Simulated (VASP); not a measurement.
# Rb (Fd-3m) in VASP: notebook

Rb is run at these levels: LDA; tasks: single point.

Program: VASP 6.6.1. These are calculated values, not measurements. Logs are shortened: lines on timing, memory, paths and dates and some standing lists are left out, and cuts for length are marked.

### Step 1. The cell of the first run

The structure is cubic, space group Fd-3m (No. 227). Conventional cell: a = 6.612 Å, b = 6.612 Å, c = 6.612 Å, α = 90.00°, β = 90.00°, γ = 90.00°. Rb (site symmetry -43m) has 4 Rb at 2.86 Å within 3.8 Å.

This isn't the form of Rb at room conditions, which is bcc.

### Step 2. Single point, LDA

INCAR

```
SYSTEM = Rb
ALGO     = Normal         ! electronic algorithm
EDIFF    = 1E-6           ! SCF threshold, eV
ENCUT    = 520            ! plane-wave cutoff, eV
GGA      = CA             ! functional
ISIF     = 2              ! what is computed and relaxed
ISMEAR   = -1             ! smearing method
LASPH    = .TRUE.         ! aspherical terms in the spheres
LCHARG   = .FALSE.        ! write CHGCAR
LREAL    = .FALSE.        ! projectors in reciprocal space
LWAVE    = .FALSE.        ! write WAVECAR
NBANDS   = 16             ! bands
NELM     = 80             ! most SCF steps
PREC     = Accurate       ! precision mode
SIGMA    = 0.1            ! smearing width, eV
```

KPOINTS

```
k-points
0
G
  10 10 10
  0 0 0
```

POSCAR

```
Rb
1.0
    0.0000000000      3.3060692979      3.3060692979
    3.3060692979      0.0000000000      3.3060692979
    3.3060692979      3.3060692979      0.0000000000
Rb
2
Direct
   -0.1250000000     -0.1250000000     -0.1250000000
    0.1250000000      0.1250000000      0.1250000000
```

Potentials or basis: VASP PAW LDA potentials, release 64 (Rb_sv).

Started as:

```bash
$ cat potpaw_LDA.64/Rb_sv/POTCAR > POTCAR
$ mpirun -np 1 vasp_std > vasp.out
```

OUTCAR:

```text
SYSTEM = Rb
   EDIFF = 1E-6
   ENCUT = 520
   GGA = CA
   ISIF = 2
   ISMEAR = -1
   LASPH = .TRUE.
   LREAL = .FALSE.
   NELM = 80
   PREC = Accurate

 ion  position               nearest neighbor table
   1  0.875  0.875  0.875-   2 2.86   2 2.86   2 2.86   2 2.86   2 5.48   2 5.48   2 5.48   2 5.48
                             2 5.48   2 5.48   2 5.48   2 5.48   2 5.48   2 5.48   2 5.48   2 5.48
   2  0.125  0.125  0.125-   1 2.86   1 2.86   1 2.86   1 2.86   1 5.48   1 5.48   1 5.48   1 5.48
                             1 5.48   1 5.48   1 5.48   1 5.48   1 5.48   1 5.48   1 5.48   1 5.48

 -----------------------------------------------------------------------------
|                                                                             |
|           W    W    AA    RRRRR   N    N  II  N    N   GGGG   !!!           |
|           W    W   A  A   R    R  NN   N  II  NN   N  G    G  !!!           |
|           W    W  A    A  R    R  N N  N  II  N N  N  G       !!!           |
|           W WW W  AAAAAA  RRRRR   N  N N  II  N  N N  G  GGG   !            |
|           WW  WW  A    A  R   R   N   NN  II  N   NN  G    G                |
|           W    W  A    A  R    R  N    N  II  N    N   GGGG   !!!           |
|                                                                             |
|     The distance between some ions is very small. Please check the          |
|     nearest-neighbor list in the OUTCAR file.                               |
|     I HOPE YOU KNOW WHAT YOU ARE DOING!                                     |
|                                                                             |
 -----------------------------------------------------------------------------

  LATTYP: Found a face centered cubic cell.
 ALAT       =     6.6121385958

  Lattice vectors:

 A1 = (   0.0000000000,   3.3060692979,   3.3060692979)
 A2 = (   3.3060692979,   0.0000000000,   3.3060692979)
 A3 = (   3.3060692979,   3.3060692979,   0.0000000000)

Analysis of symmetry for initial positions (statically):
=====================================================================
 Subroutine PRICEL returns:
 Original cell was already a primitive cell.

 Routine SETGRP: Setting up the symmetry group for a
 face centered cubic supercell.

 Subroutine GETGRP returns: Found 48 space group operations
 (whereof 12 operations were pure point group operations)
 out of a pool of 48 trial point group operations.

The static configuration has the point symmetry D_3d.
 The point group associated with its full space group is O_h .

Analysis of symmetry for dynamics (positions and initial velocities):
=====================================================================
 Subroutine PRICEL returns:
 Original cell was already a primitive cell.

 Routine SETGRP: Setting up the symmetry group for a
 face centered cubic supercell.

 Subroutine GETGRP returns: Found 48 space group operations
 (whereof 12 operations were pure point group operations)
 out of a pool of 48 trial point group operations.

The dynamic configuration has the point symmetry D_3d.
 The point group associated with its full space group is O_h .

 Subroutine INISYM returns: Found 48 space group operations
 (whereof 12 operations are pure point group operations),
 and found     1 'primitive' translations

----------------------------------------------------------------------------------------

                                     Primitive cell

  volume of cell :      72.2713

  direct lattice vectors                    reciprocal lattice vectors
     0.000000000  3.306069298  3.306069298    -0.151236999  0.151236999  0.151236999
     3.306069298  0.000000000  3.306069298     0.151236999 -0.151236999  0.151236999
     3.306069298  3.306069298  0.000000000     0.151236999  0.151236999 -0.151236999

  length of vectors
     4.675488039  4.675488039  4.675488039     0.261950167  0.261950167  0.261950167

  position of ions in fractional coordinates (direct lattice)
     0.875000000  0.875000000  0.875000000
     0.125000000  0.125000000  0.125000000

  ion indices of the primitive-cell ions
   primitive index   ion index
                 1           1
                 2           2

----------------------------------------------------------------------------------------

 KPOINTS: k-points

Automatic generation of k-mesh.
 Grid dimensions read from file:
 generate k-points for:   10   10   10

 Generating k-lattice:

  Cartesian coordinates                     Fractional coordinates (reciprocal lattice)
    -0.015123700  0.015123700  0.015123700     0.100000000  0.000000000  0.000000000
     0.015123700 -0.015123700  0.015123700     0.000000000  0.100000000  0.000000000
     0.015123700  0.015123700 -0.015123700     0.000000000  0.000000000  0.100000000

  Length of vectors
     0.026195017  0.026195017  0.026195017

  Shift w.r.t. Gamma in fractional coordinates (k-lattice)
     0.000000000  0.000000000  0.000000000

 Subroutine IBZKPT returns following result:
 ===========================================

 Found     47 irreducible k-points:

 Following reciprocal coordinates:
            Coordinates               Weight
  0.000000  0.000000  0.000000      1.000000
  0.100000  0.000000  0.000000      8.000000
  0.200000  0.000000  0.000000      8.000000
  0.300000  0.000000  0.000000      8.000000
  0.400000  0.000000  0.000000      8.000000
  0.500000  0.000000  0.000000      4.000000
[... 16 lines left out ...]
  0.300000  0.300000  0.000000      6.000000
  0.400000  0.300000  0.000000     24.000000
 [... further k-points ...]
   k-points           NKPTS =     47   k-points in BZ     NKDIM =     47   number of bands    NBANDS=     16
   number of dos      NEDOS =    301   number of ions     NIONS =      2
   total plane-waves  NPLWV =  46656
   dimension x,y,z NGX =    36 NGY =   36 NGZ =   36
   dimension x,y,z NGXF=    72 NGYF=   72 NGZF=   72
   ions per type =               2
   NGX,Y,Z   is equivalent  to a cutoff of  12.80, 12.80, 12.80 a.u.
   NGXF,Y,Z  is equivalent  to a cutoff of  25.60, 25.60, 25.60 a.u.
 SYSTEM =  Rb
   PREC   = accura    normal or accurate (medium, high low for compatibility)
   ISTART =      0    job   : 0-new  1-cont  2-samecut
   ICHARG =      2    charge: 1-file 2-atom 10-const
   ISPIN  =      1    spin polarized calculation?
   LNONCOLLINEAR =      F non collinear calculations
   LSORBIT =      F    spin-orbit coupling
   LASPH  =      T    aspherical Exc in radial PAW
   ENCUT  =  520.0 eV  38.22 Ry    6.18 a.u.   8.69  8.69  8.69*2*pi/ulx,y,z
   NELM   =     80;   NELMIN=  2; NELMDL= -5     # of ELM steps
   EDIFF  = 0.1E-05   stopping-criterion for ELM
   LREAL  =      F    real-space projection
   EDIFFG = 0.1E-04   stopping-criterion for IOM
   NSW    =      0    number of steps for IOM
   IBRION =     -1    ionic relax: 0-MD 1-quasi-New 2-CG
   NFREE  =      0    steps in history (QN), initial steepest desc. (CG)
   ISIF   =      2    stress and relaxation
   ISYM   =      2    0-nonsym 1-usesym 2-fastsym
   POTIM  = 0.5000    time-step for ionic-motion
   TEBEG  =    0.0;   TEEND  =   0.0 temperature during run
   PSTRESS=    0.0 pullay stress
   NELECT =      18.0000    total number of electrons
   NUPDOWN=      -1.0000    fix difference up-down
   EMIN   =  10.00;   EMAX   =-10.00  energy-range for DOS
   EFERMI =   0.00;   METHOD = LEGACY
   ISMEAR =    -1;   SIGMA  =   0.10  broadening in eV -4-tet -1-fermi 0-gaus
   EFERMI_NEDOS =   21; number of points for ismear=-14 and -15
   IALGO  =     38    algorithm
   IMIX   =      4    mixing-type and parameters
     AMIX     =   0.40;   BMIX     =  1.00
     AMIX_MAG =   1.60;   BMIX_MAG =  1.00
  volume/ion in A,a.u.               =      36.14       243.86
  Fermi-wavevector in a.u.,A,eV,Ry     =   1.030015  1.946447 14.434852  1.060932
  Thomas-Fermi vector in A             =   2.164092
   LORBIT       =      0    0 simple, 1 ext, 2 COOP (PROOUT), +10 PAW based schemes
   GGA     = CA    functional components
   LHFCALC =     F    Hartree Fock is set to
   AEXX    =    0.0000 exact exchange contribution
   IVDW    =     0    specifies the selected vdW correction
   LEPSILON=     F    determine dielectric tensor
   LRPA    =     F    only Hartree local field effects (RPA)
 non-spin polarized calculation
  energy-cutoff  :      520.00
  volume of cell :       72.27
 maximum number of plane-waves:      1968
   NGX = 17   NGY = 17   NGZ = 17

 number of electron      18.0000000 magnetization

 Free energy of the ion-electron system (eV)
  ---------------------------------------------------
  ext. energy  EPLUGINS =         0.00000000
  ---------------------------------------------------
  free energy    TOTEN  =         0.42205953 eV

  energy without entropy =        0.51897578  energy(sigma->0) =        0.47051766

 E-fermi :   2.4886     XC(G=0):  -8.5446

 val. band max:        2.4843930475   @ k =   0.4000   0.3000   0.0000
 cond. band min:       2.4950586722   @ k =  -0.4000   0.2000   0.1000
 fundamental gap:      0.0106656246
 Fermi energy:         2.4885874803

 k-point     1 :       0.0000    0.0000    0.0000
  band No.  band energies     occupation
      1     -27.4508      2.00000
      2     -26.0437      2.00000
      3     -11.8980      2.00000
      4     -11.8980      2.00000
      5     -11.8980      2.00000
      6     -10.1615      2.00000
[... 8 lines left out ...]
     15       7.9335      0.00000
     16       7.9335      0.00000

 k-point     2 :       0.1000    0.0000    0.0000
  band No.  band energies     occupation
      1     -27.4275      2.00000
      2     -26.0725      2.00000
      3     -11.9293      2.00000
      4     -11.9293      2.00000
      5     -11.9136      2.00000
      6     -10.1443      2.00000
[... 8 lines left out ...]
     15       7.3700      0.00000
     16       7.8424      0.00000

 k-point     3 :       0.2000    0.0000    0.0000
  band No.  band energies     occupation
      1     -27.3613      2.00000
      2     -26.1527      2.00000
      3     -12.0051      2.00000
      4     -12.0051      2.00000
      5     -11.9594      2.00000
      6     -10.0893      2.00000
[... 8 lines left out ...]
     15       6.8167      0.00000
     16       7.7631      0.00000

 k-point     4 :       0.3000    0.0000    0.0000
  band No.  band energies     occupation
      1     -27.2655      2.00000
      2     -26.2658      2.00000
      3     -12.0895      2.00000
      4     -12.0895      2.00000
      5     -12.0242      2.00000
      6     -10.0032      2.00000
[... 8 lines left out ...]
     15       6.6298      0.00000
     16       8.4152      0.00000

 k-point     5 :       0.4000    0.0000    0.0000
  band No.  band energies     occupation
      1     -27.1688      2.00000
      2     -26.3765      2.00000
      3     -12.1519      2.00000
      4     -12.1519      2.00000
      5     -12.0815      2.00000
      6      -9.9208      2.00000
[... 8 lines left out ...]
     15       6.6704      0.00000
     16       9.3536      0.00000

 k-point     6 :       0.5000    0.0000    0.0000
  band No.  band energies     occupation
      1     -27.1240      2.00000
      2     -26.4266      2.00000
      3     -12.1746      2.00000
      4     -12.1746      2.00000
      5     -12.1042      2.00000
      6      -9.8867      2.00000
[... 8 lines left out ...]
     15       7.2833      0.00000
     16       8.9671      0.00000
[... 267 lines left out ...]
 k-point    21 :      -0.3000    0.2000    0.0000
  band No.  band energies     occupation
      1     -27.1246      2.00000
      2     -26.4258      2.00000
      3     -12.4476      2.00000
      4     -12.1768      2.00000
      5     -11.7002      2.00000
      6     -10.2744      2.00000
[... 8 lines left out ...]
     15       7.1762      0.00000
     16       8.4158      0.00000

 k-point    22 :      -0.2000    0.2000    0.0000
  band No.  band energies     occupation
      1     -27.2270      2.00000
      2     -26.3103      2.00000
      3     -12.3347      2.00000
      4     -12.0899      2.00000
      5     -11.7855      2.00000
      6     -10.2191      2.00000
[... 8 lines left out ...]
     15       7.4005      0.00000
     16       7.4647      0.00000

 k-point    23 :       0.3000    0.3000    0.0000
  band No.  band energies     occupation
      1     -27.1832      2.00000
      2     -26.3601      2.00000
      3     -12.3011      2.00000
      4     -12.3011      2.00000
      5     -11.5278      2.00000
      6     -10.5821      2.00000
[... 8 lines left out ...]
     15       7.6274      0.00000
     16       7.6274      0.00000

 k-point    24 :       0.4000    0.3000    0.0000
  band No.  band energies     occupation
      1     -27.0872      2.00000
      2     -26.4671      2.00000
      3     -12.3915      2.00000
      4     -12.3583      2.00000
      5     -11.4299      2.00000
      6     -10.6612      2.00000
[... 8 lines left out ...]
     15       7.5247      0.00000
     16       8.1444      0.00000

 [... further k-points ...]

------------------------ aborting loop because EDIFF is reached ----------------------------------------

  FORCE on cell =-STRESS in cart. coord.  units (eV):
  Direction    XX          YY          ZZ          XY          YZ          ZX
  --------------------------------------------------------------------------------------
  -------------------------------------------------------------------------------------
  Total        5.0732455      5.0732455      5.0732455      0.0000000     -0.0000000     -0.0000000
  in kB      112.4684247    112.4684247    112.4684247      0.0000000     -0.0000000     -0.0000000
  external PRESSURE =     112.4684247 kB  Pullay stress =       0.0000000 kB

 VOLUME and BASIS-vectors are now :
 -----------------------------------------------------------------------------
  energy-cutoff  :      520.00
  volume of cell :       72.27
      direct lattice vectors                 reciprocal lattice vectors
     0.000000000  3.306069298  3.306069298    -0.151236999  0.151236999  0.151236999
     3.306069298  0.000000000  3.306069298     0.151236999 -0.151236999  0.151236999
     3.306069298  3.306069298  0.000000000     0.151236999  0.151236999 -0.151236999

 POSITION                                       TOTAL-FORCE (eV/Angst)
 -----------------------------------------------------------------------------------
      5.78562      5.78562      5.78562        -0.000000     -0.000000     -0.000000
      0.82652      0.82652      0.82652         0.000000      0.000000      0.000000
 -----------------------------------------------------------------------------------
    total drift:                               -0.000000      0.000000      0.000000

  FREE ENERGIE OF THE ION-ELECTRON SYSTEM (eV)
  ---------------------------------------------------
  free  energy   TOTEN  =         0.4220595311 eV

  energy  without entropy=        0.5189757847  energy(sigma->0) =        0.47051766
```

Run time: 16 s. Hardware: 1 thread of Intel Xeon 6975P-C (Granite Rapids), shared host; peak memory 0.19 GiB.

What came out:

```yaml
Free_energy: 0.4221 eV
Pressure: 11.2 GPa
Band_gap_on_the_k_mesh: zero (bands 9 and 10 overlap by 0.39 eV)
```

Caveat: the cell stands under pressure.

### Step 3. Single point, LDA

INCAR

```
PREC = Accurate ; ENCUT = 520
EDIFF = 1E-6 ; ISMEAR = -1
SIGMA = 0.1 ; LREAL = False
LASPH = True ; NELM = 100
ALGO = Normal ; ISIF = 2
LWAVE = False ; LCHARG = False
GGA = CA ; NBANDS = 16
```

KPOINTS

```
Automatic mesh
0
Gamma
  10 10 10
```

POSCAR is that of step 2.

Potentials or basis: VASP PAW LDA potentials, release 64 (Rb_sv).

Started as:

```bash
$ cat potpaw_LDA.64/Rb_sv/POTCAR > POTCAR
$ mpirun -np 1 vasp_std > vasp.out
```

Wall time 15 s (1 thread of Intel Xeon 6975P-C (Granite Rapids), shared host); peak memory 0.19 GiB.

The run converged. Its results:

| Property | Result |
| --- | --- |
| Free energy | 0.4221 eV |
| Pressure | 11.2 GPa |
| Band gap on the k mesh | zero (bands 9 and 10 overlap by 0.39 eV) |

Levels at points of the mesh, in eV from the Fermi level:
| k point | band 5 | band 6 | band 7 | band 8 | band 9 | band 10 | band 11 | band 12 | band 13 | band 14 |
| --- | --- | --- | --- | --- | --- | --- | --- | --- | --- | --- |
| (0.00, 0.00, 0.00) | -14.39 | -12.65 | -12.65 | -12.65 | -2.32 | 1.96 | 1.96 | 3.47 | 3.47 | 3.47 |
| (0.50, 0.00, 0.00) | -14.59 | -12.38 | -12.29 | -12.29 | 0.27 | 0.58 | 1.72 | 1.72 | 3.45 | 3.45 |
| (0.50, 0.50, 0.00) | -13.55 | -13.55 | -11.89 | -11.89 | -0.12 | -0.12 | 3.45 | 3.45 | 3.94 | 3.94 |

Caveat: the cell stands under pressure.
